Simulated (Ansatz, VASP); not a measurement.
# ZnO in VASP and in Ansatz

File INCAR:

```
  PREC = Accurate
  ENCUT = 520
  EDIFF = 1E-6
  ISMEAR = -1
  SIGMA = 0.05
  LREAL = False
  LASPH = True
  NELM = 60
  ALGO = Normal
  ISIF = 2
  LWAVE = False
  LCHARG = True
  GGA = PE
  LELF = True
  LVHAR = True
  NBANDS = 16
```

KPOINTS

```
regular mesh
0
Gamma
  15 15 15
```

Contents of POSCAR:

```
ZnO
1.0
    2.5760360998      0.0000000000      0.0000000000
    0.0000000000      2.5760360998      0.0000000000
    0.0000000000      0.0000000000      2.5760360998
Zn O
1 1
Direct
    0.0000000000      0.0000000000      0.0000000000
    0.5000000000      0.5000000000      0.5000000000
```

Input for Ansatz:

```yaml
crystal:
  lattice:
    - [2.5760360998, 0.0, 0.0]
    - [0.0, 2.5760360998, 0.0]
    - [0.0, 0.0, 2.5760360998]
  atoms:
    - { symbol: Zn, position: [0.0, 0.0, 0.0] }
    - { symbol: O, position: [0.5, 0.5, 0.5] }
kpoints:
  mp_grid: { grid: [15, 15, 15] }
scf:
  occupations: { method: fermi_dirac, width: 0.05 }
hamiltonian:
  xc: pbe
  pseudopotentials: { kind: all_electron, lapw: { basis_error: 0.001 } }
output:
  forces: true
  stress: true
  eigenvalues: true
  populations: true
```

Change from the starting cell: volume scaled by 0.88, LAPW.

Alike in both runs: task single point; functional PBE; k mesh 15 × 15 × 15; occupations fermi-dirac, width 0.05 eV; no spin polarisation.

|  | VASP | Ansatz |
| --- | --- | --- |
| version | VASP 6.6.1 | Ansatz 0.2.0 |
| potentials or method | VASP PAW PBE potentials, release 64 (Zn, O), cutoff 520 eV | all-electron LAPW, scalar-relativistic |

VASP gave:

* pressure (GPa): 28.5

Estimate Ansatz's values.

pressure (GPa): 27.1.

Ansatz ran all-electron here, and VASP with PAW potentials.
